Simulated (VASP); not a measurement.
# Al2H5 (a cell with a defect) in VASP: single point with PBE

Aim: the single point of Al2H5 (a cell with a defect) with PBE.

All numbers are computed with VASP 6.6.1; they aren't measurements. Logs are shortened: lines on timing, memory, paths and dates and some standing lists are left out, and cuts for length are marked.

## (1) The cell of the first run

The cell holds a defect, 7 atoms: a = 4.373 Å, b = 4.462 Å, c = 4.728 Å, α = 117.37°, β = 118.93°, γ = 61.10°.

## (2) Single point, PBE

INCAR

```
  PREC = Accurate
  ENCUT = 520
  EDIFF = 1E-7
  ISMEAR = -1
  SIGMA = 0.1
  LREAL = False
  LASPH = True
  NELM = 100
  ALGO = Normal
  ISIF = 2
  LWAVE = False
  LCHARG = True
  GGA = PE
  LELF = True
  LVHAR = True
  NBANDS = 14
```

KPOINTS

```
regular mesh
0
Gamma
  5 5 5
```

POSCAR

```
Al2H5
1.0
    2.2007310000      3.7782000000     -0.0619780000
   -2.2898680000      3.8296630000      0.0096890000
   -0.0337690000     -2.5626950000      3.9734510000
Al H
2 5
Direct
    0.0043850000      0.0031890000      0.9991950000
    0.5021270000      0.5093000000      0.5056150000
    0.8951580000      0.6180040000      0.7657680000
    0.2472800000      0.8782170000      0.7442590000
    0.6109820000      0.2436210000      0.7515060000
    0.7641320000      0.1154980000      0.2638740000
    0.3897100000      0.7353440000      0.2435510000
```

Potentials or basis: VASP PAW PBE potentials, release 64 (Al, H).

Launch:

```sh
cat potpaw_PBE.64/Al/POTCAR potpaw_PBE.64/H/POTCAR > POTCAR
mpirun -np 1 vasp_std > vasp.out
```

OUTCAR:

```text
PREC = Accurate
   ENCUT = 520
   EDIFF = 1E-7
   ISMEAR = -1
   LREAL = False
   LASPH = True
   NELM = 100
   ISIF = 2
   GGA = PE

 ion  position               nearest neighbor table
   1  0.004  0.003  0.999-   5 1.70   3 1.71   4 1.71   7 1.74   6 1.76   2 3.18   2 3.21   2 3.23
                             2 3.24   2 3.25   2 3.31
   2  0.502  0.509  0.506-   7 1.70   3 1.71   4 1.72   5 1.78   6 1.78   1 3.18   1 3.21   1 3.23
                             1 3.24   1 3.25   1 3.31
   3  0.895  0.618  0.766-   2 1.71   1 1.71
   4  0.247  0.878  0.744-   1 1.71   2 1.72
   5  0.611  0.244  0.752-   1 1.70   2 1.78
   6  0.764  0.115  0.264-   1 1.76   2 1.78
   7  0.390  0.735  0.244-   2 1.70   1 1.74

  LATTYP: Found a triclinic cell.
 ALAT       =     7.8130973733
 B/A-ratio  =     0.5710989873
 C/A-ratio  =     0.5930906532
 COS(alpha) =     0.0130187878
 COS(beta)  =     0.2667390325
 COS(gamma) =     0.8717278949

  Lattice vectors:

 A1 = (  -6.7804670000,   3.8811260000,   0.0813560000)
 A2 = (  -2.2898680000,   3.8296630000,   0.0096890000)
 A3 = (  -2.1669620000,  -1.2155050000,  -3.9114730000)

Analysis of symmetry for initial positions (statically):
=====================================================================
 Subroutine PRICEL returns:
 Original cell was already a primitive cell.

 Routine SETGRP: Setting up the symmetry group for a
 triclinic supercell.

 Subroutine GETGRP returns: Found  1 space group operations
 (whereof  1 operations were pure point group operations)
 out of a pool of  2 trial point group operations.

The static configuration has the point symmetry C_1 .

Analysis of symmetry for dynamics (positions and initial velocities):
=====================================================================
 Subroutine PRICEL returns:
 Original cell was already a primitive cell.

 Routine SETGRP: Setting up the symmetry group for a
 triclinic supercell.

 Subroutine GETGRP returns: Found  1 space group operations
 (whereof  1 operations were pure point group operations)
 out of a pool of  2 trial point group operations.

The dynamic configuration has the point symmetry C_1 .

 Subroutine INISYM returns: Found  1 space group operations
 (whereof  1 operations are pure point group operations),
 and found     1 'primitive' translations

----------------------------------------------------------------------------------------

                                     Primitive cell

  volume of cell :      67.5468

  direct lattice vectors                    reciprocal lattice vectors
     2.200731000  3.778200000 -0.061978000     0.225648139  0.134697010  0.088791146
    -2.289868000  3.829663000  0.009689000    -0.219901806  0.129427370  0.081605891
    -0.033769000 -2.562695000  3.973451000     0.004055882  0.001785408  0.252856376

  length of vectors
     4.372854153  4.462051997  4.728304015     0.277388238  0.267895073  0.252895205

  position of ions in fractional coordinates (direct lattice)
     0.004385000  0.003189000  0.999195000
     0.502127000  0.509300000  0.505615000
     0.895158000  0.618004000  0.765768000
     0.247280000  0.878217000  0.744259000
     0.610982000  0.243621000  0.751506000
     0.764132000  0.115498000  0.263874000
     0.389710000  0.735344000  0.243551000

  ion indices of the primitive-cell ions
   primitive index   ion index
                 1           1
                 2           2
                 3           3
                 4           4
                 5           5
                 6           6
                 7           7

----------------------------------------------------------------------------------------

 KPOINTS: regular mesh

Automatic generation of k-mesh.
 Grid dimensions read from file:
 generate k-points for:    5    5    5

 Generating k-lattice:

  Cartesian coordinates                     Fractional coordinates (reciprocal lattice)
     0.045129628  0.026939402  0.017758229     0.200000000 -0.000000000 -0.000000000
    -0.043980361  0.025885474  0.016321178    -0.000000000  0.200000000  0.000000000
     0.000811176  0.000357082  0.050571275     0.000000000 -0.000000000  0.200000000

  Length of vectors
     0.055477648  0.053579015  0.050579041

  Shift w.r.t. Gamma in fractional coordinates (k-lattice)
     0.000000000  0.000000000  0.000000000

 Subroutine IBZKPT returns following result:
 ===========================================

 Found     63 irreducible k-points:

 Following reciprocal coordinates:
            Coordinates               Weight
  0.000000  0.000000  0.000000      1.000000
  0.200000 -0.000000  0.000000      2.000000
  0.400000  0.000000  0.000000      2.000000
  0.000000  0.200000 -0.000000      2.000000
  0.200000  0.200000  0.000000      2.000000
  0.400000  0.200000 -0.000000      2.000000
[... 16 lines left out ...]
 -0.200000  0.200000  0.200000      2.000000
 -0.000000  0.400000  0.200000      2.000000
 [... further k-points ...]
   k-points           NKPTS =     63   k-points in BZ     NKDIM =     63   number of bands    NBANDS=     14
   number of dos      NEDOS =    301   number of ions     NIONS =      7
   total plane-waves  NPLWV =  46656
   dimension x,y,z NGX =    36 NGY =   36 NGZ =   36
   dimension x,y,z NGXF=    72 NGYF=   72 NGZF=   72
   ions per type =               2   5
   NGX,Y,Z   is equivalent  to a cutoff of  13.69, 13.41, 12.66 a.u.
   NGXF,Y,Z  is equivalent  to a cutoff of  27.37, 26.83, 25.32 a.u.
 SYSTEM =  unknown system
   PREC   = accura    normal or accurate (medium, high low for compatibility)
   ISTART =      0    job   : 0-new  1-cont  2-samecut
   ICHARG =      2    charge: 1-file 2-atom 10-const
   ISPIN  =      1    spin polarized calculation?
   LNONCOLLINEAR =      F non collinear calculations
   LSORBIT =      F    spin-orbit coupling
   LASPH  =      T    aspherical Exc in radial PAW
   ENCUT  =  520.0 eV  38.22 Ry    6.18 a.u.   8.13  8.30  8.79*2*pi/ulx,y,z
   NELM   =    100;   NELMIN=  2; NELMDL= -5     # of ELM steps
   EDIFF  = 0.1E-06   stopping-criterion for ELM
   LREAL  =      F    real-space projection
   EDIFFG = 0.1E-05   stopping-criterion for IOM
   NSW    =      0    number of steps for IOM
   IBRION =     -1    ionic relax: 0-MD 1-quasi-New 2-CG
   NFREE  =      0    steps in history (QN), initial steepest desc. (CG)
   ISIF   =      2    stress and relaxation
   ISYM   =      2    0-nonsym 1-usesym 2-fastsym
   POTIM  = 0.5000    time-step for ionic-motion
   TEBEG  =    0.0;   TEEND  =   0.0 temperature during run
   PSTRESS=    0.0 pullay stress
   NELECT =      11.0000    total number of electrons
   NUPDOWN=      -1.0000    fix difference up-down
   EMIN   =  10.00;   EMAX   =-10.00  energy-range for DOS
   EFERMI =   0.00;   METHOD = LEGACY
   ISMEAR =    -1;   SIGMA  =   0.10  broadening in eV -4-tet -1-fermi 0-gaus
   EFERMI_NEDOS =   21; number of points for ismear=-14 and -15
   IALGO  =     38    algorithm
   IMIX   =      4    mixing-type and parameters
     AMIX     =   0.40;   BMIX     =  1.00
     AMIX_MAG =   1.60;   BMIX_MAG =  1.00
  volume/ion in A,a.u.               =       9.65        65.12
  Fermi-wavevector in a.u.,A,eV,Ry     =   0.894000  1.689415 10.874264  0.799236
  Thomas-Fermi vector in A             =   2.016149
   LORBIT       =      0    0 simple, 1 ext, 2 COOP (PROOUT), +10 PAW based schemes
   GGA     = PE    functional components
   LHFCALC =     F    Hartree Fock is set to
   AEXX    =    0.0000 exact exchange contribution
   IVDW    =     0    specifies the selected vdW correction
   LEPSILON=     F    determine dielectric tensor
   LRPA    =     F    only Hartree local field effects (RPA)
 non-spin polarized calculation
  energy-cutoff  :      520.00
  volume of cell :       67.55
 maximum number of plane-waves:      1834
 NGX is ok and might be reduce to    36
   NGX = 17   NGY = 17   NGZ = 17

 number of electron      11.0000000 magnetization

 Free energy of the ion-electron system (eV)
  ---------------------------------------------------
  ext. energy  EPLUGINS =         0.00000000
  ---------------------------------------------------
  free energy    TOTEN  =       -23.33181861 eV

  energy without entropy =      -23.28907721  energy(sigma->0) =      -23.31044791

 E-fermi :   3.3650     XC(G=0):  -8.6218

 val. band max:        3.3633905508   @ k =   0.0000   0.4000   0.0000
 cond. band min:       3.3804843043   @ k =   0.4000  -0.0000   0.2000
 fundamental gap:      0.0170937534
 Fermi energy:         3.3649629825

 k-point     1 :       0.0000    0.0000    0.0000
  band No.  band energies     occupation
      1      -7.5177      2.00000
      2      -1.3954      2.00000
      3      -0.8969      2.00000
      4      -0.3423      2.00000
      5       0.6745      2.00000
      6       3.1880      1.70882
      7       5.0818      0.00000
      8       6.8494      0.00000
      9       6.9236      0.00000
     10       7.2069      0.00000
     11       7.9891      0.00000
     12       8.2165      0.00000
     13       8.3840      0.00000
     14      10.2111      0.00000

 k-point     2 :       0.2000   -0.0000    0.0000
  band No.  band energies     occupation
      1      -7.1227      2.00000
      2      -2.0137      2.00000
      3      -1.2927      2.00000
      4      -0.6927      2.00000
      5       0.3502      2.00000
      6       3.5429      0.28888
      7       4.7006      0.00000
      8       6.2294      0.00000
      9       6.9079      0.00000
     10       7.1293      0.00000
     11       8.0526      0.00000
     12       9.7737      0.00000
     13      10.6967      0.00000
     14      12.3342      0.00000
[... 343 lines left out ...]
      1      -6.2368      2.00000
      2      -3.2908      2.00000
      3      -1.7045      2.00000
      4      -1.4914      2.00000
      5      -0.2966      2.00000
      6       3.6668      0.09323
      7       5.8270      0.00000
      8       6.6968      0.00000
      9       7.2510      0.00000
     10       8.8739      0.00000
     11       9.6916      0.00000
     12      11.1711      0.00000
     13      11.6996      0.00000
     14      12.5515      0.00000

 k-point    24 :      -0.0000    0.4000    0.2000
  band No.  band energies     occupation
      1      -5.5396      2.00000
      2      -4.3495      2.00000
      3      -2.3356      2.00000
      4      -1.0516      2.00000
      5       0.0543      2.00000
      6       3.5643      0.23986
      7       5.3839      0.00000
      8       6.6239      0.00000
      9       8.1967      0.00000
     10       9.1788      0.00000
     11       9.9706      0.00000
     12      10.7230      0.00000
     13      12.6689      0.00000
     14      13.0243      0.00000

 [... further k-points ...]
[... 5 lines left out ...]
  --------------------------------------------------------------------------------------
  -------------------------------------------------------------------------------------
  Total        0.5149748     -0.7112970      0.4355765      0.0151827     -0.6829569      0.4987098
  in kB       12.2149537    -16.8716219     10.3316650      0.3601273    -16.1994089     11.8291552
  external PRESSURE =       1.8916656 kB  Pullay stress =       0.0000000 kB

 VOLUME and BASIS-vectors are now :
 -----------------------------------------------------------------------------
  energy-cutoff  :      520.00
  volume of cell :       67.55
      direct lattice vectors                 reciprocal lattice vectors
     2.200731000  3.778200000 -0.061978000     0.225648139  0.134697010  0.088791146
    -2.289868000  3.829663000  0.009689000    -0.219901806  0.129427370  0.081605891
    -0.033769000 -2.562695000  3.973451000     0.004055882  0.001785408  0.252856376

 POSITION                                       TOTAL-FORCE (eV/Angst)
 -----------------------------------------------------------------------------------
     -0.03139     -2.53185      3.97001         0.069134     -0.103265      0.427323
     -0.07826      2.55185      1.98285         0.528780     -0.297179     -0.154374
      0.52900      3.78640      2.99325        -0.018518     -0.115292     -0.062196
     -1.49194      2.39024      2.95046        -0.024983     -0.017438     -0.049396
      0.76137      1.31552      2.95057        -0.256570      0.262252     -0.151100
      1.40826      2.65313      1.00225        -0.204302      0.185775      0.039643
     -0.83442      3.66438      0.95071        -0.093541      0.085148     -0.049899
 -----------------------------------------------------------------------------------
    total drift:                               -0.000011      0.000035      0.000017

  FREE ENERGIE OF THE ION-ELECTRON SYSTEM (eV)
  ---------------------------------------------------
  free  energy   TOTEN  =       -23.3318186058 eV

  energy  without entropy=      -23.2890772127  energy(sigma->0) =      -23.31044791
```

It took 2.1 min on 1 thread of AMD EPYC 7R13, shared host; peak memory 0.19 GiB.

Results:

```
Free energy   : -23.3318 eV
Pressure      : 0.2 GPa
Largest force : 0.626 eV/Å
```

Forces on the atoms (eV/Å):
```
Al   0.069 -0.103  0.427
Al   0.529 -0.297 -0.154
H   -0.019 -0.115 -0.062
H   -0.025 -0.017 -0.049
H   -0.257  0.262 -0.151
H   -0.204  0.186  0.040
H   -0.094  0.085 -0.050
```

Stress tensor (GPa, compression positive):
```
 1.22  0.04  1.18
 0.04 -1.69 -1.62
 1.18 -1.62  1.03
```

Levels at points of the mesh, in eV from the Fermi level:
| k point | band 1 | band 2 | band 3 | band 4 | band 5 | band 6 | band 7 | band 8 | band 9 | band 10 |
| --- | --- | --- | --- | --- | --- | --- | --- | --- | --- | --- |
| (0.00, 0.00, 0.00) | -10.88 | -4.76 | -4.26 | -3.71 | -2.69 | -0.18 | 1.72 | 3.48 | 3.56 | 3.84 |
